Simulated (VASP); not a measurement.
# KTaO3 (P4/mmm) in VASP: notebook, part 2 of 2

VASP 6.6.1. Earlier steps stand in the parts before.

### 3 Single point, PBEsol (normal strain along x +0.0000, normal strain along z -0.1100)

Contents of INCAR:

```
SYSTEM = KTaO3
ALGO     = Normal         ! electronic algorithm
EDIFF    = 1E-6           ! SCF threshold, eV
ENCUT    = 520            ! plane-wave cutoff, eV
GGA      = PS             ! functional
ISIF     = 2              ! what is computed and relaxed
ISMEAR   = 0              ! smearing method
LASPH    = .TRUE.         ! aspherical terms in the spheres
LCHARG   = .FALSE.        ! write CHGCAR
LREAL    = .FALSE.        ! projectors in reciprocal space
LWAVE    = .FALSE.        ! write WAVECAR
NBANDS   = 27             ! bands
NELM     = 100            ! most SCF steps
PREC     = Accurate       ! precision mode
SIGMA    = 0.05           ! smearing width, eV
```

Contents of KPOINTS:

```
k-points
0
G
  8 8 8
  0 0 0
```

Contents of POSCAR:

```
KTaO3
1.0
    3.9853580911      0.0000000000      0.0000000000
    0.0000000000      3.9853580911      0.0000000000
    0.0000000000      0.0000000000      3.5469687011
K Ta O
1 1 3
Direct
    0.5000000000      0.5000000000      0.5000000000
    0.0000000000      0.0000000000      0.0000000000
    0.5000000000      0.0000000000      0.0000000000
    0.0000000000      0.5000000000      0.0000000000
    0.0000000000      0.0000000000      0.5000000000
```

Potentials or basis: VASP PAW PBE potentials, release 64 (K_sv, Ta_pv, O).

On the command line:

```console
$ cat potpaw_PBE.64/K_sv/POTCAR potpaw_PBE.64/Ta_pv/POTCAR potpaw_PBE.64/O/POTCAR > POTCAR
$ mpirun -np 1 vasp_std > vasp.out
```

Run time: 90 s. Hardware: 1 thread of Intel Xeon 6975P-C, shared host; peak memory 0.24 GiB.

Results (log left out):

```
Free energy            : -41.2094 eV
Pressure               : 39.5 GPa
Band gap on the k mesh : 2.08 eV, indirect (least direct gap 2.30 eV)
```

Stress tensor (GPa, compression positive):
```
12.22  0.00  0.00
 0.00 12.22  0.00
 0.00  0.00 94.10
```

Levels at points of the mesh, in eV from the valence-band top:
```
           k point  band 17  band 18  band 19  band 20  band 21  band 22
(0.00, 0.00, 0.00)    -0.58    -0.58    -0.22     2.08     2.34     2.34
(0.50, 0.00, 0.00)    -1.70    -0.98    -0.43     2.49     5.16     5.17
(0.50, 0.50, 0.00)    -2.51    -0.80    -0.12     5.21     5.21     6.46
(0.00, 0.00, 0.50)    -1.81    -0.80    -0.80     2.48     7.10     7.10
(0.50, 0.00, 0.50)    -1.35    -1.19    -0.24     5.29     7.09     8.03
(0.50, 0.50, 0.50)    -0.08    -0.08     0.00     6.78     8.23     8.23
```

Caveat: the cell differs from its parent crystal (normal strain along x +0.0000, normal strain along z -0.1100); the PAW data sets were made with another functional, which shifts forces and pressure a little; spin-orbit coupling is left out, which moves the levels of the heavy elements. A k mesh can miss the band edges.

### 4 Single point, PBEsol (normal strain along x -0.0750, normal strain along z +0.0000)

Contents of INCAR:

```
PREC     = Accurate       # precision mode
ENCUT    = 520            # plane-wave cutoff, eV
EDIFF    = 1E-7           # SCF threshold, eV
ISMEAR   = 0              # smearing method
SIGMA    = 0.05           # smearing width, eV
LREAL    = F              # projectors in reciprocal space
LASPH    = T              # aspherical terms in the spheres
NELM     = 60             # most SCF steps
ALGO     = Normal         # electronic algorithm
ISIF     = 2              # what is computed and relaxed
LWAVE    = F              # write WAVECAR
LCHARG   = F              # write CHGCAR
GGA      = PS             # functional
NBANDS   = 27             # bands
```

Contents of KPOINTS:

```
regular mesh
0
Gamma
  8 8 8
```

POSCAR: that of step 3 with these lines changed.

```diff
@@ -2,5 +2,5 @@
 1.0
-    3.9853580911      0.0000000000      0.0000000000
+    3.6864562343      0.0000000000      0.0000000000
     0.0000000000      3.9853580911      0.0000000000
-    0.0000000000      0.0000000000      3.5469687011
+    0.0000000000      0.0000000000      3.9853580911
 K Ta O
```

On the command line:

```console
$ cat potpaw_PBE.64/K_sv/POTCAR potpaw_PBE.64/Ta_pv/POTCAR potpaw_PBE.64/O/POTCAR > POTCAR
$ mpirun -np 1 vasp_std > vasp.out
```

Run time: 84 s. Hardware: 1 thread of Intel Xeon 6975P-C, shared host; peak memory 0.25 GiB.

It converged, with:

```
Free energy            : -42.2142 eV
Pressure               : 23.0 GPa
Band gap on the k mesh : 2.09 eV, indirect (least direct gap 2.55 eV)
```

Stress tensor (GPa, compression positive):
```
53.04  0.00  0.00
 0.00  7.91  0.00
 0.00  0.00  7.91
```

Levels at points of the mesh, in eV from the valence-band top:
| k point | band 16 | band 17 | band 18 | band 19 | band 20 | band 21 | band 22 | band 23 |
| --- | --- | --- | --- | --- | --- | --- | --- | --- |
| (0.00, 0.00, 0.00) | -0.94 | -0.61 | -0.61 | -0.46 | 2.09 | 2.24 | 2.24 | 6.66 |
| (0.50, 0.00, 0.00) | -2.20 | -1.71 | -0.82 | -0.82 | 2.40 | 6.30 | 6.30 | 7.06 |
| (0.00, 0.50, 0.00) | -1.99 | -1.75 | -0.96 | -0.70 | 2.40 | 5.11 | 5.11 | 7.48 |
| (0.50, 0.50, 0.00) | -1.55 | -1.38 | -1.29 | -0.16 | 5.20 | 6.32 | 7.36 | 7.96 |
| (0.00, 0.50, 0.50) | -2.16 | -2.16 | -1.28 | -0.08 | 5.15 | 5.15 | 6.42 | 9.72 |
| (0.50, 0.50, 0.50) | -3.65 | -0.06 | -0.06 | 0.00 | 6.67 | 7.54 | 7.54 | 8.60 |

Caveat: the cell differs from its parent crystal (normal strain along x -0.0750, normal strain along z +0.0000); the PAW data sets were made with another functional, which shifts forces and pressure a little; spin-orbit coupling is left out, which moves the levels of the heavy elements. A k mesh can miss the band edges.

### 5 Single point, PBEsol (normal strain along x +0.0750, normal strain along z +0.0000)

Contents of INCAR:

```
ALGO     = Normal         # electronic algorithm
EDIFF    = 1E-6           # SCF threshold, eV
ENCUT    = 520            # plane-wave cutoff, eV
GGA      = PS             # functional
ISIF     = 2              # what is computed and relaxed
ISMEAR   = 0              # smearing method
LASPH    = True           # aspherical terms in the spheres
LCHARG   = True           # write CHGCAR
LELF     = True           # ELF
LREAL    = False          # projectors in reciprocal space
LVHAR    = True         
LWAVE    = False          # write WAVECAR
NBANDS   = 27             # bands
NELM     = 80             # most SCF steps
PREC     = Accurate       # precision mode
SIGMA    = 0.05           # smearing width, eV
```

Contents of KPOINTS:

```
k-points
0
Gamma
  8 8 8
```

POSCAR: that of step 4 with these lines changed.

```diff
@@ -2,3 +2,3 @@
 1.0
-    3.6864562343      0.0000000000      0.0000000000
+    4.2842599479      0.0000000000      0.0000000000
     0.0000000000      3.9853580911      0.0000000000
```

On the command line:

```console
$ cat potpaw_PBE.64/K_sv/POTCAR potpaw_PBE.64/Ta_pv/POTCAR potpaw_PBE.64/O/POTCAR > POTCAR
$ mpirun -np 1 vasp_std > vasp.out
```

It took 80 s on 1 thread of Intel Xeon 6975P-C, shared host; peak memory 0.27 GiB.

It converged, with:

| Item | Value |
| --- | --- |
| Free energy | -42.5526 eV |
| Pressure | -10.3 GPa |
| Band gap on the k mesh | 1.85 eV, indirect (least direct gap 2.37 eV) |

Stress tensor (GPa, compression positive):
```
-22.58   0.00   0.00
  0.00  -4.21   0.00
  0.00   0.00  -4.21
```

Levels at points of the mesh, in eV from the valence-band top:
```
           k point  band 16  band 17  band 18  band 19  band 20  band 21  band 22  band 23
(0.00, 0.00, 0.00)    -1.01    -0.71    -0.52    -0.52     1.85     1.85     1.93     4.92
(0.50, 0.00, 0.00)    -1.77    -1.58    -1.01    -1.01     2.01     3.95     3.95     6.50
(0.00, 0.50, 0.00)    -2.11    -1.27    -0.91    -0.71     2.01     4.76     4.76     5.32
(0.50, 0.50, 0.00)    -1.88    -1.70    -1.67    -0.09     4.00     4.78     5.55     7.26
(0.00, 0.50, 0.50)    -1.69    -0.96    -0.96    -0.16     4.80     4.80     5.65     6.11
(0.50, 0.50, 0.50)    -3.64    -0.14     0.00     0.00     5.66     5.66     6.19     8.37
```

Caveat: the cell differs from its parent crystal (normal strain along x +0.0750, normal strain along z +0.0000); the PAW data sets were made with another functional, which shifts forces and pressure a little; spin-orbit coupling is left out, which moves the levels of the heavy elements.

### 6 Single point, PBEsol (normal strain along x +0.0000, normal strain along z +0.1100)

Contents of INCAR:

```
SYSTEM = KTaO3
PREC = Accurate
ENCUT = 520
EDIFF = 1E-7
ISMEAR = 0
SIGMA = 0.05
LREAL = .FALSE.
LASPH = .TRUE.
NELM = 100
ALGO = Normal
ISIF = 2
LWAVE = .FALSE.
LCHARG = .TRUE.
GGA = PS
LELF = .TRUE.
LVHAR = .TRUE.
NBANDS = 27
```

Contents of KPOINTS:

```
Automatic mesh
0
G
  8 8 8
  0 0 0
```

POSCAR: that of step 5 with these lines changed.

```diff
@@ -2,5 +2,5 @@
 1.0
-    4.2842599479      0.0000000000      0.0000000000
+    3.9853580911      0.0000000000      0.0000000000
     0.0000000000      3.9853580911      0.0000000000
-    0.0000000000      0.0000000000      3.9853580911
+    0.0000000000      0.0000000000      4.4237474811
 K Ta O
```

Potentials or basis: VASP PAW PBE potentials, release 64 (K_sv, Ta_pv, O).

On the command line:

```console
$ cat potpaw_PBE.64/K_sv/POTCAR potpaw_PBE.64/Ta_pv/POTCAR potpaw_PBE.64/O/POTCAR > POTCAR
$ mpirun -np 1 vasp_std > vasp.out
```

Run time: 2 min. Hardware: 1 thread of Intel Xeon 6975P-C, shared host; peak memory 0.27 GiB.

It converged, with:

```yaml
Free_energy: -42.2034 eV
Pressure: -13.2 GPa
Band_gap_on_the_k_mesh: 1.72 eV, indirect (least direct gap 2.13 eV)
```

Stress tensor (GPa, compression positive):
```
 -5.91   0.00   0.00
  0.00  -5.91   0.00
  0.00   0.00 -27.85
```

Levels at points of the mesh, in eV from the valence-band top:
| k point | band 15 | band 16 | band 17 | band 18 | band 19 | band 20 | band 21 | band 22 | band 23 | band 24 |
| --- | --- | --- | --- | --- | --- | --- | --- | --- | --- | --- |
| (0.00, 0.00, 0.00) | -1.09 | -1.09 | -0.74 | -0.40 | -0.40 | 1.72 | 1.72 | 1.83 | 4.21 | 6.17 |
| (0.50, 0.00, 0.00) | -2.21 | -2.16 | -1.15 | -0.92 | -0.62 | 1.88 | 4.62 | 4.62 | 4.64 | 7.44 |
| (0.50, 0.50, 0.00) | -3.22 | -1.64 | -0.78 | -0.78 | -0.24 | 4.66 | 4.66 | 4.88 | 5.99 | 10.08 |
| (0.00, 0.00, 0.50) | -1.64 | -1.47 | -1.47 | -1.10 | -1.10 | 1.89 | 3.54 | 3.54 | 6.34 | 7.44 |
| (0.50, 0.00, 0.50) | -2.00 | -1.82 | -1.80 | -1.75 | -0.13 | 3.58 | 4.65 | 5.25 | 7.03 | 8.75 |
| (0.50, 0.50, 0.50) | -3.59 | -3.59 | -0.23 | 0.00 | 0.00 | 5.35 | 5.35 | 6.05 | 8.16 | 8.16 |

Caveat: the cell differs from its parent crystal (normal strain along x +0.0000, normal strain along z +0.1100); the PAW data sets were made with another functional, which shifts forces and pressure a little; spin-orbit coupling is left out, which moves the levels of the heavy elements. A k mesh can miss the band edges.

### 7 Summary

```tsv
cell	gap on the mesh (eV)	pressure (GPa)
a = 3.388, b = 3.985, c = 3.985 Å, 5 atoms	1.68	65.5
a = 3.985, b = 3.985, c = 3.547 Å, 5 atoms	2.08	39.5
a = 3.686, b = 3.985, c = 3.985 Å, 5 atoms	2.09	23.0
a = 4.284, b = 3.985, c = 3.985 Å, 5 atoms	1.85	-10.3
a = 3.985, b = 3.985, c = 4.424 Å, 5 atoms	1.72	-13.2
```

Alike in all rows: task single point; level PBEsol; potentials or basis VASP PAW PBE potentials, release 64 (K_sv, Ta_pv, O); no spin polarisation; k mesh 8 × 8 × 8; cutoff (eV) 520; smearing gaussian 0.05 eV.

Caveats: the PAW data sets were made with another functional, which shifts forces and pressure a little; spin-orbit coupling is left out, which moves the levels of the heavy elements.

Total energies depend on the potentials used, so only differences within one code and one set of settings carry meaning.
